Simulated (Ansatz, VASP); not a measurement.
# MgS in VASP and in Ansatz

INCAR

```
SYSTEM = MgS
PREC = Accurate
ENCUT = 520
EDIFF = 1E-8
ISMEAR = -1
SIGMA = 0.01
LREAL = .False.
LASPH = .True.
NELM = 80
ALGO = Normal
ISIF = 2
LWAVE = .False.
LCHARG = .False.
LEFG = .True.
NBANDS = 11
```

Contents of KPOINTS:

```
regular mesh
0
Gamma
  8 8 8
  0 0 0
```

POSCAR

```
MgS
1.0
    0.0000000000      2.5236005000      2.6016500000
    2.5236005000      0.0000000000      2.6016500000
    2.5236005000      2.5236005000      0.0000000000
Mg S
1 1
Direct
    0.0000000000      0.0000000000      0.0000000000
    0.5000000000      0.5000000000      0.5000000000
```

Input for Ansatz:

```yaml
crystal:
  lattice:
    - [0.0, 2.5236005, 2.60165]
    - [2.5236005, 0.0, 2.60165]
    - [2.5236005, 2.5236005, 0.0]
  atoms:
    - { symbol: Mg, position: [0.0, 0.0, 0.0] }
    - { symbol: S, position: [0.5, 0.5, 0.5] }
kpoints:
  mp_grid: { grid: [8, 8, 8] }
scf:
  occupations: { method: fermi_dirac, width: 0.01 }
hamiltonian:
  xc: lda
  pseudopotentials: { kind: all_electron, datasets: crystal }
output:
  forces: true
  stress: true
  eigenvalues: true
  efg: { contact_densities: true }
```

Change from the starting cell: equal xx and yy strain of -3 %, crystal datasets.

Alike in both runs: task electric field gradients; functional LDA; k mesh 8 × 8 × 8; occupations fermi-dirac, width 0.01 eV; no spin polarisation.

```csv
,VASP,Ansatz
version,VASP 6.6.1,Ansatz 0.2.0
potentials or method,"VASP PAW LDA potentials, release 64 (Mg, S), cutoff 520 eV","all-electron PAW with datasets made for the crystal, scalar-relativistic"
```

|  | VASP | Ansatz | Ansatz less VASP |
| --- | --- | --- | --- |
| gap on the k mesh at the Fermi level (eV) | 2.55 | 2.55 | 0.000 |
| pressure (GPa) | 1.1 | 1.7 | +0.63 |
| traceless stress, the component that is largest in VASP (GPa) | -2.60 | -2.60 | 0.000 |
| size of Vzz on the site where it differs most (V/Å²) | 3.6 | 3.1 | -0.52 |

LDA's correlation is that of Perdew and Zunger in VASP and of Perdew and Wang (1992) in Ansatz. Ansatz ran all-electron here, and VASP with PAW potentials.
